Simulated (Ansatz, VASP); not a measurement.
## One calculation of BaTiO3, two programs

```
Ba Ti O
1.0
     3.96157    0.00000    0.00000
     0.00000    3.96157    0.00000
     0.00000    0.00000    3.96157
Ba Ti O
1 1 3
Direct
  0.50000 0.50000 0.50000
  0.00000 0.00000 0.00000
  0.50000 0.00000 0.00000
  0.00000 0.50000 0.00000
  0.00000 0.00000 0.50000
```

Change from the starting cell: mode 1 frozen in at +0.000 Å, equal normal strain along x, y and z -0.0167.

Alike in both runs: task single point; functional PBE; k mesh 8 × 8 × 8; occupations gaussian, width 0.05 eV; no spin polarisation; Hubbard terms Ti d U = 4.0 eV.

|  | VASP | Ansatz |
| --- | --- | --- |
| version | VASP 6.6.1 | Ansatz 0.2.0 |
| potentials or method | VASP PAW PBE potentials, release 64 (Ba_sv, Ti_sv, O_h), cutoff 1340 eV | scalar-relativistic, plane waves, PAW |
| valence electrons in the cell | 40 | 40 |

|  | VASP | Ansatz | Ansatz less VASP |
| --- | --- | --- | --- |
| gap on the k mesh at the Fermi level (eV) | 2.29 | 2.35 | +0.054 |
| least direct gap on the mesh (eV) | 2.45 | 2.46 | +0.009 |
| pressure (GPa) | 13.1 | 9.1 | -3.94 |

The programs project onto different local orbitals, so the same U acts differently, and such runs can settle in different states.

Neither program's run includes spin-orbit coupling.
